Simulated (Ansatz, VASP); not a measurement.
# LiMo2: VASP beside Ansatz

INCAR

```
PREC = Accurate
ENCUT = 520
EDIFF = 1E-6
ISMEAR = 0
SIGMA = 0.2
LREAL = False
LASPH = True
NELM = 100
ALGO = Fast
ISIF = 2
LWAVE = False
LCHARG = True
GGA = PE
LELF = True
LVHAR = True
NBANDS = 40
```

KPOINTS

```
Automatic mesh
0
Gamma
  6 6 6
```

The input POSCAR:

```
LiMo2
1.0
    1.6509342405     -1.6509342405     -4.0226510269
    1.6509342405     -1.6509342405      4.0226510269
   -3.3018684811     -3.3018684811      0.0000000000
Li Mo
2 4
Direct
    1.0000000000      0.0000000000      1.0000000000
    0.5000000000      0.5000000000      0.5000000000
    0.3303044371      0.6696955629      1.0000000000
    0.8303044371      0.1696955629      0.5000000000
    0.1696955629      0.8303044371      0.5000000000
    0.6696955629      0.3303044371      1.0000000000
```

Input for Ansatz:

```yaml
crystal:
  lattice:
    - [1.6509342405, -1.6509342405, -4.0226510269]
    - [1.6509342405, -1.6509342405, 4.0226510269]
    - [-3.3018684811, -3.3018684811, 0.0]
  atoms:
    - { symbol: Li, position: [1.0, 0.0, 1.0] }
    - { symbol: Li, position: [0.5, 0.5, 0.5] }
    - { symbol: Mo, position: [0.3303044371, 0.6696955629, 1.0] }
    - { symbol: Mo, position: [0.8303044371, 0.1696955629, 0.5] }
    - { symbol: Mo, position: [0.1696955629, 0.8303044371, 0.5] }
    - { symbol: Mo, position: [0.6696955629, 0.3303044371, 1.0] }
basis:
  ecutwfc: 420
kpoints:
  mp_grid: { grid: [6, 6, 6] }
hamiltonian:
  xc: pbe
scf:
  occupations: { method: gaussian, width: 0.2 }
  lower_state_search: "off"
output:
  forces: true
  stress: true
  eigenvalues: true
```

Alike in both runs: task single point; functional PBE; k mesh 6 × 6 × 6; occupations gaussian, width 0.2 eV; no spin polarisation.

|  | VASP | Ansatz |
| --- | --- | --- |
| version | VASP 6.6.1 | Ansatz 0.2.0 |
| potentials or method | VASP PAW PBE potentials, release 64 (Li_sv, Mo_sv), cutoff 520 eV | scalar-relativistic, plane waves, PAW |
| valence electrons in the cell | 62 | 62 |

```csv
,VASP,Ansatz,Ansatz less VASP
gap on the k mesh at the Fermi level (eV),none,none,-
rms of the force components (eV/Å),0.034,0.027,-0.0063
```

Atom by atom the forces differ by 0.006 eV/Å (rms over components). A gap of «none» marks a metal or a gap that the smearing closes.

Noted on VASP's run: the cutoff is short for stress, so the pressure is rough.
